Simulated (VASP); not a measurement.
The system is KCl2.

```xyz
3
Lattice="4.2251 0.0000 0.0000 0.0000 4.2251 0.0000 0.0000 0.0000 5.4129" Properties=species:S:1:pos:R:3 pbc="T T T"
K     2.1125    2.1125    0.0000
Cl    0.0000    0.0000    1.3639
Cl    0.0000    0.0000    4.0491
```

The cell was built from a structure type or drawn by symmetry, and may not be a known phase.

```yaml
Program: VASP 6.6.1
Task: relaxation of cell and atoms
Functional: PBE
Potentials_or_basis: VASP PAW PBE potentials, release 64 (K_sv, Cl)
Cutoff: 600 eV
k_mesh: 12 × 12 × 10
Occupations: gaussian, width 0.1 eV
Spin: no spin polarisation
```

At the start: pressure -0.4 GPa; volume 32.21 Å³/atom.

Problem. Where does the relaxation end?

Solution. Over 5 steps the energy falls by 2.0 meV/atom and the volume is 31.78 Å³/atom (-1.3 %); space group P4/mmm (No. 123, to 0.1 Å) before and after.

Step by step:
| step | energy change (eV) | largest force (eV/Å) | pressure (GPa) | volume (Å³) |
| --- | --- | --- | --- | --- |
| 1 | 0.0000 | 0.0105 | -0.39 | 96.63 |
| 2 | -0.0057 | 0.0108 | -0.06 | 95.53 |
| 3 | -0.0060 | 0.0103 | 0.03 | 95.25 |
| 4 | -0.0060 | 0.0103 | 0.04 | 95.23 |
| 5 | -0.0060 | 0.0040 | 0.03 | 95.33 |

Final structure:
```xyz
3
Lattice="4.2295 0.0000 0.0000 0.0000 4.2295 0.0000 0.0000 0.0000 5.3289" Properties=species:S:1:pos:R:3 pbc="T T T"
K     2.1147    2.1147    0.0000
Cl    0.0000    4.2295    1.3439
Cl    0.0000    0.0000    3.9850
```

Caveat: an odd number of electrons without spin polarisation forces a metal; a magnetic or distorted state may lie lower.
